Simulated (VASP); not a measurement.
Input of a VASP 6.6.1 run:

File INCAR:

```
SYSTEM = NaHF2
PREC = Accurate ; ENCUT = 520
EDIFF = 1E-8 ; ISMEAR = -1
SIGMA = 0.02 ; LREAL = .FALSE.
LASPH = .TRUE. ; NELM = 60
ALGO = Normal ; ISIF = 2
LWAVE = .FALSE. ; LCHARG = .FALSE.
LEFG = .TRUE. ; NBANDS = 19
```

File KPOINTS:

```
regular mesh
0
G
  10 10 10
  0 0 0
```

POSCAR

```
NaHF2
1.0
    1.7341876022      1.0012336790      4.6542823426
   -1.7341876022      1.0012336790      4.6542823426
    0.0000000000     -2.0024673580      4.6542823426
Na H F
1 1 2
Direct
    0.0000000000      0.0000000000      0.0000000000
    0.5000000000      0.5000000000      0.5000000000
    0.4100000000      0.4100000000      0.4100000000
    0.5900000000      0.5900000000      0.5900000000
```

Potentials or basis: VASP PAW LDA potentials, release 64 (Na_pv, H, F).

The run is started by

```console
$ cat potpaw_LDA.64/Na_pv/POTCAR potpaw_LDA.64/H/POTCAR potpaw_LDA.64/F/POTCAR > POTCAR
$ mpirun -np 1 vasp_std > vasp.out
```

Problem. Estimate the largest force.

Solution. 2.148 eV/Å.

Problem. Predict the pressure.

Solution. -7.4 GPa.

Forces in eV/Å, atoms in the order of the input:
```
Na   0.000  0.000  0.000
H    0.000  0.000  0.000
F    0.000  0.000  2.148
F    0.000  0.000 -2.148
```

Caveat: the cell stands under tension; without QUAD_EFG the Cq values of the log hold for a quadrupole moment of 1 mb, not for the nuclei; forces of over 1 eV/Å act on the atoms, so gaps and moduli don't describe the material at rest.
